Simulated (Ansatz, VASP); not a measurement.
## Two plane-wave programs on Co

```
Co
1.0
     4.45786    0.00000    0.00000
     0.00000    4.45786    0.00000
     0.00000    0.00000    4.45786
Co
8
Cartesian
  0.0000 0.0000 0.0000
  2.2289 2.2289 2.2289
  1.1145 0.0000 2.2289
  3.3434 0.0000 2.2289
  2.2289 1.1145 0.0000
  2.2289 3.3434 0.0000
  0.0000 2.2289 1.1145
  0.0000 2.2289 3.3434
```

Alike in both runs: task relaxation of cell and atoms; functional LDA; k mesh 6 × 6 × 6; occupations fermi-dirac, width 0.05 eV; collinear spin.

|  | VASP | Ansatz |
| --- | --- | --- |
| version | VASP 6.6.1 | Ansatz 0.2.0 |
| potentials or method | VASP PAW LDA potentials, release 64 (Co), cutoff 600 eV | plane waves (420 eV) with PAW, scalar-relativistic |
| valence electrons in the cell | 72 | 136 |

VASP gave:

- net moment per atom (μB): 1.56
- size of the moment on the site where the two differ most (μB): 1.49
- relaxed volume (Å³/atom): 10.20
- relaxed length of the cell vector where the two differ most in proportion (Å): 4.337

Task: Estimate Ansatz's values.

Result: net moment per atom (μB): 1.57; size of the moment on the site where the two differ most (μB): 1.55; relaxed volume (Å³/atom): 10.24; relaxed length of the cell vector where the two differ most in proportion (Å): 4.343.

Ansatz warns that its potentials were made for another functional, while VASP's fit it. LDA's correlation is that of Perdew and Zunger in VASP and of Perdew and Wang (1992) in Ansatz. Site moments also hang on the region over which each program counts them. VASP's potentials hold 72 valence electrons a cell and Ansatz's 136, so a difference there can come from the potentials and not from the codes.
